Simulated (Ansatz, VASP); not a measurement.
# LaB6 in VASP and in Ansatz

```
La B
1.0
     4.15700    0.00000    0.00000
     0.00000    4.15700    0.00000
     0.00000    0.00000    4.15700
La B
1 6
Cartesian
  0.0000 0.0000 0.0000
  0.8210 2.0785 2.0785
  2.0785 0.8210 2.0785
  3.3360 2.0785 2.0785
  2.0785 3.3360 2.0785
  2.0785 2.0785 0.8210
  2.0785 2.0785 3.3360
```

Alike in both runs: task relaxation of cell and atoms; functional r2SCAN; k mesh 8 × 8 × 8; occupations gaussian, width 0.1 eV; no spin polarisation.

```csv
,VASP,Ansatz
version,VASP 6.6.1,Ansatz 0.2.0
potentials or method,"VASP PAW PBE potentials, release 64 (La, B), cutoff 600 eV","scalar-relativistic, plane waves, PAW"
valence electrons in the cell,29,29
```

```tsv
	VASP	Ansatz	Ansatz less VASP
gap on the k mesh at the Fermi level, each at its own relaxed structure (eV)	none	none	-
relaxed volume (Å³/atom)	10.23	10.23	-0.001
relaxed cell length with the largest relative difference (Å)	4.153	4.152	-0.0002
```

VASP's potentials were made for PBE, not for r2SCAN. A gap of «none» marks a metal or a gap that the smearing closes.

Neither program's run includes spin-orbit coupling.
